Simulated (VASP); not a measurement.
# Si8C7 (a cell with a defect) in VASP: further runs, part 2 of 3

VASP 6.6.1.

## (3) Single point, PBE

INCAR reads:

```
  PREC = Accurate
  ENCUT = 520
  EDIFF = 1E-6
  ISMEAR = 0
  SIGMA = 0.02
  LREAL = F
  LASPH = T
  NELM = 120
  ALGO = Normal
  ISIF = 2
  LWAVE = F
  LCHARG = F
  GGA = PE
  NELECT = 62.0
  NBANDS = 43
  GGA_COMPAT = F
```

KPOINTS reads:

```
regular mesh
0
Gamma
  2 2 2
```

POSCAR reads:

```
Si8C7
1.0
   -3.0760000000     -5.3277880000      0.0000000000
    4.6140000000     -2.6638940000      0.0000000000
    0.0000000000      0.0000000000      5.0480000000
Si C
8 7
Direct
    0.4842704600      0.6490125563     -0.0086236133
    0.4943855592      0.3286551756      0.5347034469
    0.2489707756      0.1593188352      0.0260612124
    0.2497057813      0.8269291251      0.5067187005
    0.0152050304      0.6492907832     -0.0085152536
    0.0048380671      0.3286139780      0.5347234548
    0.7500246663      0.1707724043     -0.0113490491
    0.7497154878      0.8237008757      0.4898944136
    0.4957962040      0.6580171486      0.3720655705
    0.2493627546      0.4270222872      0.8376899762
    0.2496056874      0.1570669906      0.3812557448
    0.2498292955      0.8674130717      0.8824530507
    0.0036259493      0.6580707456      0.3720687401
    0.7496172263      0.1571490221      0.3742773376
    0.7497170527      0.8093191708      0.8664148177
```

Potentials or basis: VASP PAW PBE potentials, release 64 (Si, C).

Started as:

```console
cat potpaw_PBE.64/Si/POTCAR potpaw_PBE.64/C/POTCAR > POTCAR
mpirun -np 1 vasp_std > vasp.out
```

OUTCAR:

```text
PREC = Accurate
   ENCUT = 520
   EDIFF = 1E-6
   ISMEAR = 0
   LREAL = F
   LASPH = T
   NELM = 120
   ISIF = 2
   GGA = PE
   NELECT = 62.0

 ion  position               nearest neighbor table
   1  0.484  0.649  0.991-   9 1.92  12 1.93  15 1.95  10 2.02   2 2.87   5 2.89   3 2.99   4 2.99
                             7 3.03   3 3.09   4 3.12   8 3.14
   2  0.494  0.329  0.535-  11 1.92   9 1.94  14 1.99  10 2.21   1 2.87   7 2.90   6 3.01   3 3.04
                             4 3.06   4 3.07   8 3.08   3 3.11   8 3.12   6 3.14
   3  0.249  0.159  0.026-  10 1.71  12 1.72  11 1.79   5 2.99   1 2.99   4 3.00   6 3.04   2 3.04
                             7 3.08   5 3.08   1 3.09   7 3.09   6 3.11   2 3.11
   4  0.250  0.827  0.507-  11 1.87  13 1.89   9 1.89  12 1.91   5 2.99   1 2.99   3 3.00   2 3.06
                             6 3.06   2 3.07   6 3.07   8 3.08   8 3.08   5 3.12   1 3.12
   5  0.015  0.649  0.991-  13 1.92  12 1.93  15 1.95  10 2.02   6 2.87   1 2.89   3 2.99   4 2.99
                             7 3.03   3 3.08   4 3.12   8 3.14
   6  0.005  0.329  0.535-  11 1.92  13 1.94  14 1.99  10 2.21   5 2.87   7 2.90   2 3.01   3 3.04
                             4 3.06   4 3.07   8 3.08   3 3.11   8 3.12   2 3.14
[... 586 lines left out ...]
  --------------------------------------------------------------------------------------
  -------------------------------------------------------------------------------------
  Total       34.0973424     19.9253179     25.5868793    -12.3358640      0.1878349     -0.2542903
  in kB      330.1782832    192.9448687    247.7680450   -119.4531339      1.8188811     -2.4623955
  external PRESSURE =     256.9637323 kB  Pullay stress =       0.0000000 kB

 VOLUME and BASIS-vectors are now :
 -----------------------------------------------------------------------------
  energy-cutoff  :      520.00
  volume of cell :      165.46
      direct lattice vectors                 reciprocal lattice vectors
    -3.076000000 -5.327788000  0.000000000    -0.081274382 -0.140771367  0.000000000
     4.614000000 -2.663894000  0.000000000     0.162548765 -0.093847578  0.000000000
     0.000000000  0.000000000  5.048000000     0.000000000  0.000000000  0.198098257

 POSITION                                       TOTAL-FORCE (eV/Angst)
 -----------------------------------------------------------------------------------
      1.50493     -4.30899      5.00447         0.174697     -0.147434      0.005912
     -0.00431     -3.50948      2.69918        -0.223559     -0.061614     -0.269633
     -0.03074     -1.75087      0.13156        -0.013763      0.035808      1.024168
      3.04736     -3.53323      2.55792         0.211703     -0.121463      0.124020
      2.94906     -1.81065      5.00501         0.216640     -0.075034      0.004814
      1.50134     -0.90117      2.69928        -0.057451      0.218525     -0.265647
     -1.51913     -4.45089      4.99071         0.012316     -0.018472      0.024865
      1.49443     -6.18858      2.47299         0.078460     -0.044400      0.162655
      1.51102     -4.39439      1.87819        -0.014611     -0.044475     -0.011040
      1.20324     -2.46609      4.22866         0.630452     -0.368975     -0.575672
     -0.04308     -1.74826      1.92458        -0.110213      0.062656      0.188246
      3.23377     -3.64173      4.45462        -0.982324      0.555708     -0.644543
      3.02519     -1.77235      1.87820         0.029627      0.035865     -0.010925
     -1.58074     -4.41243      1.88935         0.025556     -0.010639     -0.011733
      1.42807     -6.15027      4.37366         0.022470     -0.016055      0.254514
 -----------------------------------------------------------------------------------
    total drift:                                0.000206     -0.000054     -0.001052

  FREE ENERGIE OF THE ION-ELECTRON SYSTEM (eV)
  ---------------------------------------------------
  free  energy   TOTEN  =       -84.2296572819 eV

  energy  without entropy=      -84.2296572819  energy(sigma->0) =      -84.22965728
```

OSZICAR:

```text
N       E                     dE             d eps       ncg     rms          rms(c)
DAV:   1     0.206571786539E+03    0.20657E+03   -0.28438E+04   688   0.130E+03
DAV:   2    -0.786804316957E+02   -0.28525E+03   -0.26996E+03   840   0.225E+02
DAV:   3    -0.977158276059E+02   -0.19035E+02   -0.18683E+02   880   0.552E+01
DAV:   4    -0.981178272147E+02   -0.40200E+00   -0.40028E+00   888   0.866E+00
DAV:   5    -0.981260922513E+02   -0.82650E-02   -0.82601E-02   872   0.121E+00    0.233E+01
DAV:   6    -0.843150761189E+02    0.13811E+02   -0.47603E+01   794   0.247E+01    0.104E+01
DAV:   7    -0.843082076516E+02    0.68685E-02   -0.46410E+00   864   0.822E+00    0.484E+00
DAV:   8    -0.842367912589E+02    0.71416E-01   -0.24574E-01   800   0.208E+00    0.187E+00
DAV:   9    -0.842290229456E+02    0.77683E-02   -0.28989E-02   856   0.872E-01    0.270E-01
DAV:  10    -0.842294623428E+02   -0.43940E-03   -0.49984E-03   824   0.313E-01    0.165E-01
DAV:  11    -0.842296225573E+02   -0.16021E-03   -0.62930E-04   864   0.116E-01    0.665E-02
DAV:  12    -0.842296530414E+02   -0.30484E-04   -0.11923E-04   880   0.540E-02    0.235E-02
DAV:  13    -0.842296569376E+02   -0.38962E-05   -0.22649E-05   808   0.215E-02    0.869E-03
DAV:  14    -0.842296572819E+02   -0.34426E-06   -0.35523E-06   728   0.826E-03
   1 F= -.84229657E+02 E0= -.84229657E+02  d E =-.102247E-11
```

stdout:

```text
POSCAR found type information on POSCAR SiC
 POSCAR found :  2 types and      15 ions
 scaLAPACK will be used
 LDA part: xc-table for (Slater+PW92), standard interpolation
 POSCAR, INCAR and KPOINTS ok, starting setup
 FFT: planning ... GRIDC
 FFT: planning ... GRID_SOFT
 FFT: planning ... GRID
 WAVECAR not read
 entering main loop
 the old and the new charge density differ
 old charge density:    60.00000 new   62.00000
    0.233E+01
```

Wall time 37 s (1 thread of Intel Xeon Platinum 8488C (Sapphire Rapids), shared host); peak memory 0.27 GiB.

What came out:

* Free energy: -84.2297 eV
* Largest force: 1.300 eV/Å

Forces on the atoms (eV/Å):
```
Si   0.175 -0.147  0.006
Si  -0.224 -0.062 -0.270
Si  -0.014  0.036  1.024
Si   0.212 -0.121  0.124
Si   0.217 -0.075  0.005
Si  -0.057  0.219 -0.266
Si   0.012 -0.018  0.025
Si   0.078 -0.044  0.163
C   -0.015 -0.044 -0.011
C    0.630 -0.369 -0.576
C   -0.110  0.063  0.188
C   -0.982  0.556 -0.645
C    0.030  0.036 -0.011
C    0.026 -0.011 -0.012
C    0.022 -0.016  0.255
```

Levels at points of the mesh, in eV from the Fermi level:
```tsv
k point	band 29	band 30	band 31	band 32	band 33	band 34
(0.00, 0.00, 0.00)	-1.82	-1.10	-1.03	0.44	0.77	1.33
(0.50, 0.00, 0.00)	-1.34	-0.99	-0.13	0.27	0.39	1.15
(0.00, 0.50, 0.00)	-2.23	-1.88	-0.24	0.16	1.20	1.37
(0.50, 0.50, 0.00)	-1.97	-1.72	-0.56	0.41	0.43	2.38
(0.00, 0.00, 0.50)	-2.33	-1.44	0.33	0.44	1.48	1.79
(0.50, 0.00, 0.50)	-2.11	-1.45	-0.67	0.11	0.25	2.19
(0.00, 0.50, 0.50)	-2.35	-1.18	-0.09	0.36	0.38	1.51
(0.50, 0.50, 0.50)	-3.12	-1.82	-0.60	-0.39	2.25	2.46
```

Caveat: the k points lie up to 0.62 Å⁻¹ apart; the cell carries a net charge on a neutralising background, which shifts energy and pressure; the cell is charged against a uniform background, so pressure and absolute levels hang on convention.

## (4) Single point, PBE

INCAR reads:

```
SYSTEM = Si8C7
PREC = Accurate ; ENCUT = 520
EDIFF = 1E-6 ; ISMEAR = 0
SIGMA = 0.02 ; LREAL = .FALSE.
LASPH = .TRUE. ; NELM = 120
ALGO = Normal ; ISIF = 2
LWAVE = .FALSE. ; LCHARG = .FALSE.
GGA = PE ; NBANDS = 43
NELECT = 62.0 ; GGA_COMPAT = .FALSE.
```

KPOINTS reads:

```
Automatic mesh
0
G
  2 2 2
  0 0 0
```

POSCAR reads:

```
Si8C7
1.0
   -3.0760000000     -5.3277880000      0.0000000000
    4.6140000000     -2.6638940000      0.0000000000
    0.0000000000      0.0000000000      5.0480000000
Si C
8 7
Direct
    0.5000000707      0.6279554004     -0.0236410460
    0.5000000465      0.3485171528      0.5313157686
    0.2861043103      0.1770790764      0.0013086371
    0.2529992690      0.8371033271      0.4963981775
    0.0000000384      0.6660275505     -0.0035871632
   -0.0000000827      0.3306585925      0.5039585975
    0.7138955572      0.1770790494      0.0013086371
    0.7470006820      0.8371034022      0.4963981775
    0.5000000294      0.6726753555      0.3598242868
    0.0000000064      0.3309230645      0.8801438193
    0.2494490990      0.1694196854      0.3817939778
    0.2545948097      0.8269262320      0.8723230983
   -0.0000000310      0.6688532520      0.3733379556
    0.7505508658      0.1694196930      0.3817939778
    0.7454052606      0.8269262206      0.8723230983
```

Potentials or basis: VASP PAW PBE potentials, release 64 (Si, C).

Started as:

```console
cat potpaw_PBE.64/Si/POTCAR potpaw_PBE.64/C/POTCAR > POTCAR
mpirun -np 1 vasp_std > vasp.out
```

OUTCAR:

```text
SYSTEM = Si8C7
   PREC = Accurate
   ENCUT = 520
   EDIFF = 1E-6
   ISMEAR = 0
   LREAL = .FALSE.
   LASPH = .TRUE.
   NELM = 120
   ISIF = 2
   GGA = PE
   NELECT = 62.0

 ion  position               nearest neighbor table
   1  0.500  0.628  0.976-  15 1.92  12 1.92   9 1.95   2 2.70   7 2.74   3 2.74   8 3.07   4 3.07
                             5 3.08   5 3.08
   2  0.500  0.349  0.531-   9 1.93  14 1.96  11 1.96   1 2.70   7 2.86   3 2.86   8 3.02   4 3.02
                             6 3.08   6 3.08   7 3.12   3 3.12   8 3.12   4 3.12
   3  0.286  0.177  0.001-  11 1.93  12 1.99  10 2.04   7 2.63   1 2.74   2 2.86   4 3.09   2 3.12
                             4 3.13   5 3.14
   4  0.253  0.837  0.496-  11 1.86   9 1.88  12 1.90  13 1.90   2 3.02   8 3.04   6 3.06   1 3.07
                             3 3.09   5 3.10   5 3.10   8 3.11   6 3.12   2 3.12   3 3.13
   5  0.000  0.666  0.996-  10 1.88  12 1.89  15 1.89  13 1.90   6 3.06   1 3.08   1 3.08   4 3.10
                             8 3.10   4 3.10   8 3.10   6 3.12   3 3.14   7 3.14
   6  1.000  0.331  0.504-  14 1.86  11 1.86  10 1.90  13 1.92   8 3.06   4 3.06   5 3.06   2 3.08
                             2 3.08   4 3.12   8 3.12   5 3.12
   7  0.714  0.177  0.001-  14 1.93  15 1.99  10 2.04   3 2.63   1 2.74   2 2.86   8 3.09   2 3.12
                             8 3.13   5 3.14
   8  0.747  0.837  0.496-  14 1.86   9 1.88  15 1.90  13 1.90   2 3.02   4 3.04   6 3.06   1 3.07
                             7 3.09   5 3.10   5 3.10   4 3.11   6 3.12   2 3.12   7 3.13
   9  0.500  0.673  0.360-   8 1.88   4 1.88   2 1.93   1 1.95
  10  0.000  0.331  0.880-   5 1.88   6 1.90   3 2.04   7 2.04
  11  0.249  0.169  0.382-   4 1.86   6 1.86   3 1.93   2 1.96
  12  0.255  0.827  0.872-   5 1.89   4 1.90   1 1.92   3 1.99
  13  1.000  0.669  0.373-   4 1.90   8 1.90   5 1.90   6 1.92
  14  0.751  0.169  0.382-   8 1.86   6 1.86   7 1.93   2 1.96
  15  0.745  0.827  0.872-   5 1.89   8 1.90   1 1.92   7 1.99

  LATTYP: Found a simple orthorhombic cell.
 ALAT       =     5.0480000000
 B/A-ratio  =     1.0554255573
 C/A-ratio  =     1.2187004267

  Lattice vectors:
[... 178 lines left out ...]

 number of electron      61.9999999 magnetization

 Free energy of the ion-electron system (eV)
  ---------------------------------------------------
  ext. energy  EPLUGINS =         0.00000000
  ---------------------------------------------------
  free energy    TOTEN  =       -87.95166467 eV

  energy without entropy =      -87.95166467  energy(sigma->0) =      -87.95166467

 E-fermi :   9.6318     XC(G=0): -11.3602

 val. band max:        9.5390227414   @ k =   0.0000   0.5000   0.0000
 cond. band min:       9.7216715227   @ k =   0.5000   0.0000   0.5000
 fundamental gap:      0.1826487813
 Fermi energy:         9.6317738805

 k-point     1 :       0.0000    0.0000    0.0000
  band No.  band energies     occupation
      1      -7.4655      2.00000
      2      -4.5908      2.00000
      3      -4.3985      2.00000
      4      -4.2035      2.00000
      5      -3.6105      2.00000
      6      -2.5759      2.00000
[... 357 lines left out ...]
     42      14.6994      0.00000
     43      14.9055      0.00000

------------------------ aborting loop because EDIFF is reached ----------------------------------------

  FORCE on cell =-STRESS in cart. coord.  units (eV):
  Direction    XX          YY          ZZ          XY          YZ          ZX
  --------------------------------------------------------------------------------------
  -------------------------------------------------------------------------------------
  Total       21.5495739     18.0329609     29.5160939     -3.0454744      1.6106709     -2.7897640
  in kB      208.6731932    174.6204144    285.8162105    -29.4905538     15.5967741    -27.0144072
  external PRESSURE =     223.0366061 kB  Pullay stress =       0.0000000 kB

 VOLUME and BASIS-vectors are now :
 -----------------------------------------------------------------------------
  energy-cutoff  :      520.00
  volume of cell :      165.46
      direct lattice vectors                 reciprocal lattice vectors
    -3.076000000 -5.327788000  0.000000000    -0.081274382 -0.140771367  0.000000000
     4.614000000 -2.663894000  0.000000000     0.162548765 -0.093847578  0.000000000
     0.000000000  0.000000000  5.048000000     0.000000000  0.000000000  0.198098257

 POSITION                                       TOTAL-FORCE (eV/Angst)
 -----------------------------------------------------------------------------------
      1.35939     -4.33670      4.92866        -0.005024      0.002900     -0.026907
      0.07006     -3.59231      2.68208         0.015263     -0.008812     -0.012357
     -0.06301     -1.99602      0.00661        -0.010283     -0.010949     -0.001341
      3.08417     -3.57788      2.50582        -0.000764     -0.000124     -0.013115
      3.07305     -1.77423      5.02989        -0.000167      0.000096      0.008820
     -1.55034     -6.20863      2.54398        -0.003819      0.002205     -0.006165
     -1.37890     -4.27520      0.00661         0.004341      0.014380     -0.001341
      1.56462     -6.20982      2.50582        -0.000275      0.000723     -0.013115
      1.56572     -4.45583      1.81639        -0.012364      0.007138      0.008183
      1.52688     -0.88154      4.44297        -0.012956      0.007480      0.009207
      0.01440     -1.78033      1.92730         0.003141     -0.006332      0.008262
      3.03230     -3.55927      4.40349         0.011866     -0.000850      0.010529
      0.01009     -7.10954      1.88461        -0.002683      0.001549      0.010550
     -1.52699     -4.45009      1.92730         0.007054      0.000445      0.008262
      1.52257     -6.17421      4.40349         0.006669     -0.009851      0.010529
 -----------------------------------------------------------------------------------
    total drift:                               -0.000058      0.000087     -0.000152

  FREE ENERGIE OF THE ION-ELECTRON SYSTEM (eV)
  ---------------------------------------------------
  free  energy   TOTEN  =       -87.9516646718 eV

  energy  without entropy=      -87.9516646718  energy(sigma->0) =      -87.95166467
```

OSZICAR:

```text
N       E                     dE             d eps       ncg     rms          rms(c)
DAV:   1     0.202804169553E+03    0.20280E+03   -0.28416E+04   688   0.130E+03
DAV:   2    -0.813437272561E+02   -0.28415E+03   -0.27072E+03   840   0.224E+02
DAV:   3    -0.100409883430E+03   -0.19066E+02   -0.18808E+02   864   0.549E+01
DAV:   4    -0.100833262798E+03   -0.42338E+00   -0.42173E+00   896   0.891E+00
DAV:   5    -0.100842182528E+03   -0.89197E-02   -0.89080E-02   856   0.123E+00    0.228E+01
DAV:   6    -0.881521485277E+02    0.12690E+02   -0.44653E+01   802   0.233E+01    0.103E+01
DAV:   7    -0.880244589110E+02    0.12769E+00   -0.38359E+00   856   0.736E+00    0.474E+00
DAV:   8    -0.879554135175E+02    0.69045E-01   -0.17573E-01   848   0.179E+00    0.165E+00
DAV:   9    -0.879511089028E+02    0.43046E-02   -0.25810E-02   848   0.792E-01    0.241E-01
DAV:  10    -0.879514091089E+02   -0.30021E-03   -0.36499E-03   848   0.256E-01    0.138E-01
DAV:  11    -0.879516167695E+02   -0.20766E-03   -0.53674E-04   816   0.107E-01    0.637E-02
DAV:  12    -0.879516611907E+02   -0.44421E-04   -0.11845E-04   920   0.522E-02    0.194E-02
DAV:  13    -0.879516637167E+02   -0.25260E-05   -0.17617E-05   864   0.202E-02    0.582E-03
DAV:  14    -0.879516646718E+02   -0.95512E-06   -0.24351E-06   656   0.675E-03
   1 F= -.87951665E+02 E0= -.87951665E+02  d E =-.301500E-11
```

It took 28 s on 1 thread of Intel Xeon 6975P-C (Granite Rapids), shared host; peak memory 0.26 GiB.

Results:

```yaml
Free_energy: -87.9517 eV
Largest_force: 0.028 eV/Å
```

Forces on the atoms (eV/Å):
```
Si  -0.005  0.003 -0.027
Si   0.015 -0.009 -0.012
Si  -0.010 -0.011 -0.001
Si  -0.001  0.000 -0.013
Si   0.000  0.000  0.009
Si  -0.004  0.002 -0.006
Si   0.004  0.014 -0.001
Si   0.000  0.001 -0.013
C   -0.012  0.007  0.008
C   -0.013  0.007  0.009
C    0.003 -0.006  0.008
C    0.012 -0.001  0.011
C   -0.003  0.002  0.011
C    0.007  0.000  0.008
C    0.007 -0.010  0.011
```

Caveat: the k points lie up to 0.62 Å⁻¹ apart; the cell carries a net charge on a neutralising background, which shifts energy and pressure; the cell is charged against a uniform background, so pressure and absolute levels hang on convention.

[end of part 2 of 3]
